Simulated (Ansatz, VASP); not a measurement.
# One calculation of Ni, two programs

The input INCAR:

```
PREC = Accurate ; ENCUT = 520
EDIFF = 1E-8 ; ISMEAR = -1
SIGMA = 0.05 ; LREAL = F
LASPH = T ; NELM = 150
ALGO = Normal ; ISIF = 2
LWAVE = F ; LCHARG = F
ISPIN = 2 ; MAGMOM = 1.5
LORBIT = 11 ; LMAXMIX = 4
GGA = PE ; LEFG = T
NBANDS = 15
```

Contents of KPOINTS:

```
regular mesh
0
Gamma
  20 20 20
```

Contents of POSCAR:

```
Ni
1.0
    0.0000000000      1.7318592609      1.7318592609
    1.7318592609      0.0000000000      1.7318592609
    1.7318592609      1.7318592609      0.0000000000
Ni
1
Direct
    0.0000000000      0.0000000000      0.0000000000
```

Input for Ansatz:

```yaml
crystal:
  lattice:
    - [0.0, 1.7318592609, 1.7318592609]
    - [1.7318592609, 0.0, 1.7318592609]
    - [1.7318592609, 1.7318592609, 0.0]
  atoms:
    - { symbol: Ni, position: [0.0, 0.0, 0.0], spin: 1.5 }
magnetization:
  spin_polarized: true
kpoints:
  mp_grid: { grid: [20, 20, 20] }
scf:
  occupations: { method: fermi_dirac, width: 0.05 }
hamiltonian:
  xc: pbe
  pseudopotentials: { kind: paw }
output:
  forces: true
  stress: true
  eigenvalues: true
  efg: { contact_densities: true }
  write_density: true
  write_potential: true
  elf: true
  volumetric_format: npy
```

Change from the starting cell: volume scaled by 0.94, PAW files.

Alike in both runs: task electric field gradients; functional PBE; k mesh 20 × 20 × 20; occupations fermi-dirac, width 0.05 eV; collinear spin.

|  | VASP | Ansatz |
| --- | --- | --- |
| version | VASP 6.6.1 | Ansatz 0.2.0 |
| potentials or method | VASP PAW PBE potentials, release 64 (Ni) | PAW with Ansatz's default frozen-core files, scalar-relativistic |
| plane-wave cutoff (eV) | 520 | 420 |
| valence electrons in the cell | 10 | 18 |

VASP gave:

* pressure (GPa): 10.4
* net moment per atom (μB): 0.62
* size of the moment on the site where the two differ most (μB): 0.63

**Question.** Which values does Ansatz return?

**Answer.** Pressure (GPa): 10.6; net moment per atom (μB): 0.63; size of the moment on the site where the two differ most (μB): 0.67.

Site moments also hang on the region over which each program counts them. The functional is the same, so the differences come from potentials, cutoffs and numerics. VASP's potentials hold 10 valence electrons a cell and Ansatz's 18, so a difference there can come from the potentials and not from the codes.
